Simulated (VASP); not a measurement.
# Al2Cu (P4/mmm) in VASP: a series of runs

Runs on Al2Cu. Level: PBEsol. Tasks: single point.

All numbers are computed with VASP 6.6.1; they aren't measurements. Logs are shortened: lines on timing, memory, paths and dates and some standing lists are left out, and cuts for length are marked.

## Step 1: The cell of the first run

It takes space group P4/mmm (No. 123, tetragonal). The conventional cell has a = 4.105 Å, b = 4.105 Å, c = 2.891 Å, α = 90.00°, β = 90.00°, γ = 90.00°. Al (site symmetry mmm) has 4 Cu at 2.51 Å and 6 Al at 2.89 to 2.90 Å within 3.3 Å. Within 3.3 Å of Cu (site symmetry 4/mmm) lie 8 Al at 2.51 Å and 2 Cu at 2.89 Å.

## Step 2: Single point, PBEsol

INCAR reads:

```
ALGO = Normal
EDIFF = 1E-7
ENCUT = 520
GGA = PS
ISIF = 2
ISMEAR = -1
LASPH = T
LCHARG = T
LELF = T
LREAL = F
LVHAR = T
LWAVE = F
NBANDS = 16
NELM = 100
PREC = Accurate
SIGMA = 0.2
```

KPOINTS reads:

```
k-points
0
Gamma
  10 10 14
```

POSCAR reads:

```
Al2Cu
1.0
    4.1051820000      0.0000000000      0.0000000000
    0.0000000000      4.1051820000      0.0000000000
    0.0000000000      0.0000000000      2.8913130000
Al Cu
2 1
Direct
    0.5000000000      0.0000000000      0.5000000000
    0.0000000000      0.5000000000      0.5000000000
    0.0000000000      0.0000000000      0.0000000000
```

Potentials or basis: VASP PAW PBE potentials, release 64 (Al, Cu).

The run is started by

```bash
$ cat potpaw_PBE.64/Al/POTCAR potpaw_PBE.64/Cu/POTCAR > POTCAR
$ mpirun -np 1 vasp_std > vasp.out
```

OUTCAR:

```text
EDIFF = 1E-7
   ENCUT = 520
   GGA = PS
   ISIF = 2
   ISMEAR = -1
   LASPH = T
   LREAL = F
   NELM = 100
   PREC = Accurate

 ion  position               nearest neighbor table
   1  0.500  0.000  0.500-   3 2.51   3 2.51   3 2.51   3 2.51   2 2.90   2 2.90   2 2.90   2 2.90

   2  0.000  0.500  0.500-   3 2.51   3 2.51   3 2.51   3 2.51   1 2.90   1 2.90   1 2.90   1 2.90

   3  0.000  0.000  0.000-   1 2.51   2 2.51   1 2.51   2 2.51   2 2.51   2 2.51   1 2.51   1 2.51

  LATTYP: Found a simple tetragonal cell.
 ALAT       =     4.1051820000
 C/A-ratio  =     0.7043081159

  Lattice vectors:

 A1 = (   4.1051820000,   0.0000000000,   0.0000000000)
 A2 = (   0.0000000000,   4.1051820000,   0.0000000000)
 A3 = (   0.0000000000,   0.0000000000,   2.8913130000)

Analysis of symmetry for initial positions (statically):
=====================================================================
 Subroutine PRICEL returns:
 Original cell was already a primitive cell.

 Routine SETGRP: Setting up the symmetry group for a
 simple tetragonal supercell.

 Subroutine GETGRP returns: Found 16 space group operations
 (whereof 16 operations were pure point group operations)
 out of a pool of 16 trial point group operations.

The static configuration has the point symmetry D_4h.

Analysis of symmetry for dynamics (positions and initial velocities):
=====================================================================
 Subroutine PRICEL returns:
 Original cell was already a primitive cell.

 Routine SETGRP: Setting up the symmetry group for a
 simple tetragonal supercell.

 Subroutine GETGRP returns: Found 16 space group operations
 (whereof 16 operations were pure point group operations)
 out of a pool of 16 trial point group operations.

The dynamic configuration has the point symmetry D_4h.

 Subroutine INISYM returns: Found 16 space group operations
 (whereof 16 operations are pure point group operations),
 and found     1 'primitive' translations

----------------------------------------------------------------------------------------

[... 83 lines left out ...]
   NGXF,Y,Z  is equivalent  to a cutoff of  25.92, 25.92, 27.60 a.u.
 SYSTEM =  unknown system
   PREC   = accura    normal or accurate (medium, high low for compatibility)
   ISTART =      0    job   : 0-new  1-cont  2-samecut
   ICHARG =      2    charge: 1-file 2-atom 10-const
   ISPIN  =      1    spin polarized calculation?
   LNONCOLLINEAR =      F non collinear calculations
   LSORBIT =      F    spin-orbit coupling
   LASPH  =      T    aspherical Exc in radial PAW
   ENCUT  =  520.0 eV  38.22 Ry    6.18 a.u.   7.63  7.63  5.38*2*pi/ulx,y,z
   NELM   =    100;   NELMIN=  2; NELMDL= -5     # of ELM steps
   EDIFF  = 0.1E-06   stopping-criterion for ELM
   LREAL  =      F    real-space projection
   EDIFFG = 0.1E-05   stopping-criterion for IOM
   NSW    =      0    number of steps for IOM
   IBRION =     -1    ionic relax: 0-MD 1-quasi-New 2-CG
   NFREE  =      0    steps in history (QN), initial steepest desc. (CG)
   ISIF   =      2    stress and relaxation
   ISYM   =      2    0-nonsym 1-usesym 2-fastsym
   POTIM  = 0.5000    time-step for ionic-motion
   TEBEG  =    0.0;   TEEND  =   0.0 temperature during run
   PSTRESS=    0.0 pullay stress
   NELECT =      17.0000    total number of electrons
   NUPDOWN=      -1.0000    fix difference up-down
   EMIN   =  10.00;   EMAX   =-10.00  energy-range for DOS
   EFERMI =   0.00;   METHOD = LEGACY
   ISMEAR =    -1;   SIGMA  =   0.20  broadening in eV -4-tet -1-fermi 0-gaus
   EFERMI_NEDOS =   21; number of points for ismear=-14 and -15
   IALGO  =     38    algorithm
   IMIX   =      4    mixing-type and parameters
     AMIX     =   0.40;   BMIX     =  1.00
     AMIX_MAG =   1.60;   BMIX_MAG =  1.00
  volume/ion in A,a.u.               =      16.24       109.61
  Fermi-wavevector in a.u.,A,eV,Ry     =   1.152492  2.177894 18.071765  1.328237
  Thomas-Fermi vector in A             =   2.289142
   LORBIT       =      0    0 simple, 1 ext, 2 COOP (PROOUT), +10 PAW based schemes
   GGA     = PS    functional components
   LHFCALC =     F    Hartree Fock is set to
   AEXX    =    0.0000 exact exchange contribution
   IVDW    =     0    specifies the selected vdW correction
   LEPSILON=     F    determine dielectric tensor
   LRPA    =     F    only Hartree local field effects (RPA)
 non-spin polarized calculation
  energy-cutoff  :      520.00
  volume of cell :       48.73
 maximum number of plane-waves:      1339
 NGX is ok and might be reduce to    32
   NGX = 15   NGY = 15   NGZ = 11

 number of electron      16.9999979 magnetization

 Free energy of the ion-electron system (eV)
  ---------------------------------------------------
  ext. energy  EPLUGINS =         0.00000000
  ---------------------------------------------------
  free energy    TOTEN  =       -12.61906115 eV

  energy without entropy =      -12.49482151  energy(sigma->0) =      -12.55694133

 E-fermi :   7.0181     XC(G=0): -10.4864

 val. band max:        7.0090266652   @ k =   0.5000   0.1000   0.2857
 cond. band min:       7.0224688863   @ k =   0.4000   0.2000   0.2143
 fundamental gap:      0.0134422211
 Fermi energy:         7.0180618294

 k-point     1 :       0.0000    0.0000    0.0000
  band No.  band energies     occupation
      1      -3.4631      2.00000
      2       1.6612      2.00000
      3       2.1705      2.00000
      4       2.8266      2.00000
      5       3.0127      2.00000
      6       3.0127      2.00000
[... 433 lines left out ...]
      3       2.1411      2.00000
      4       2.7494      2.00000
      5       2.8728      2.00000
      6       2.9372      2.00000
[... 8 lines left out ...]
     15      17.1419      0.00000
     16      17.1727      0.00000

 [... further k-points ...]
[... 5 lines left out ...]
  --------------------------------------------------------------------------------------
  -------------------------------------------------------------------------------------
  Total       -0.4495635     -0.4495635     -0.8175093      0.0000000     -0.0000000      0.0000000
  in kB      -14.7822905    -14.7822905    -26.8808723      0.0000000     -0.0000000      0.0000000
  external PRESSURE =     -18.8151511 kB  Pullay stress =       0.0000000 kB

 VOLUME and BASIS-vectors are now :
 -----------------------------------------------------------------------------
  energy-cutoff  :      520.00
  volume of cell :       48.73
      direct lattice vectors                 reciprocal lattice vectors
     4.105182000  0.000000000  0.000000000     0.243594559  0.000000000  0.000000000
     0.000000000  4.105182000  0.000000000     0.000000000  0.243594559  0.000000000
     0.000000000  0.000000000  2.891313000     0.000000000  0.000000000  0.345863627

 POSITION                                       TOTAL-FORCE (eV/Angst)
 -----------------------------------------------------------------------------------
      2.05259      0.00000      1.44566         0.000000      0.000000      0.000000
      0.00000      2.05259      1.44566         0.000000      0.000000      0.000000
      0.00000      0.00000      0.00000         0.000000      0.000000      0.000000
 -----------------------------------------------------------------------------------
    total drift:                                0.000000     -0.000000      0.000000

  FREE ENERGIE OF THE ION-ELECTRON SYSTEM (eV)
  ---------------------------------------------------
  free  energy   TOTEN  =       -12.6190611486 eV

  energy  without entropy=      -12.4948215103  energy(sigma->0) =      -12.55694133
```

stdout:

```text
POSCAR found type information on POSCAR AlCu
 POSCAR found :  2 types and       3 ions
 scaLAPACK will be used
 -----------------------------------------------------------------------------
|                                                                             |
|                                                                             |
|     You enforced a specific xc type in the INCAR file but a different       |
|     I HOPE YOU KNOW WHAT YOU ARE DOING!                                     |
|                                                                             |
 -----------------------------------------------------------------------------

 LDA part: xc-table for (Slater+PW92), standard interpolation
 POSCAR, INCAR and KPOINTS ok, starting setup
 FFT: planning ... GRIDC
 FFT: planning ... GRID_SOFT
 FFT: planning ... GRID
 WAVECAR not read
 entering main loop
```

Wall time 67 s (1 thread of Intel Xeon 6975P-C, shared host); peak memory 0.26 GiB.

Results:

| Item | Value |
| --- | --- |
| Free energy | -12.6191 eV |
| Pressure | -1.9 GPa |

Caveat: the PAW data sets were made with another functional, which shifts forces and pressure a little.

## Step 3: Single point, PBEsol

INCAR reads:

```
PREC = Accurate
ENCUT = 520
EDIFF = 1E-6
ISMEAR = -1
SIGMA = 0.3
LREAL = F
LASPH = T
NELM = 60
ALGO = Fast
ISIF = 2
LWAVE = F
LCHARG = T
GGA = PS
LELF = T
LVHAR = T
NBANDS = 16
```

KPOINTS reads:

```
regular mesh
0
Gamma
  10 10 14
```

POSCAR is that of step 2.

Potentials or basis: VASP PAW PBE potentials, release 64 (Al, Cu).

The run is started by

```bash
$ cat potpaw_PBE.64/Al/POTCAR potpaw_PBE.64/Cu/POTCAR > POTCAR
$ mpirun -np 1 vasp_std > vasp.out
```

Run time: 90 s. Hardware: 1 thread of Intel Xeon 6975P-C, shared host; peak memory 0.26 GiB.

The run converged. Its results:

* Free energy: -12.6988 eV
* Pressure: -1.7 GPa

Stress tensor (GPa, compression positive):
```
-1.23  0.00  0.00
 0.00 -1.23  0.00
 0.00  0.00 -2.65
```

Levels at points of the mesh, in eV from the Fermi level:
```
           k point  band 5  band 6  band 7  band 8  band 9  band 10  band 11  band 12  band 13  band 14
(0.00, 0.00, 0.00)   -4.01   -4.01   -2.32   -2.32   -0.04     0.91     5.99     6.21     6.21     7.09
(0.50, 0.00, 0.00)   -4.26   -4.04   -4.00   -1.01    1.61     1.78     1.96     7.38     8.40     9.23
(0.50, 0.50, 0.00)   -4.31   -4.15   -4.03   -4.03   -2.38     8.58     8.58     9.30     9.91    10.14
(0.00, 0.00, 0.50)   -4.71   -4.01   -2.97    2.56    2.57     2.57     2.79     2.79     3.15     3.67
(0.50, 0.00, 0.50)   -4.10   -4.08   -3.01   -2.44   -1.66     3.70     4.03     4.39     4.98     6.03
(0.50, 0.50, 0.50)   -3.86   -3.44   -2.21   -2.21   -0.85    -0.85    -0.04    -0.04     2.42    11.64
```

Caveat: the PAW data sets were made with another functional, which shifts forces and pressure a little.
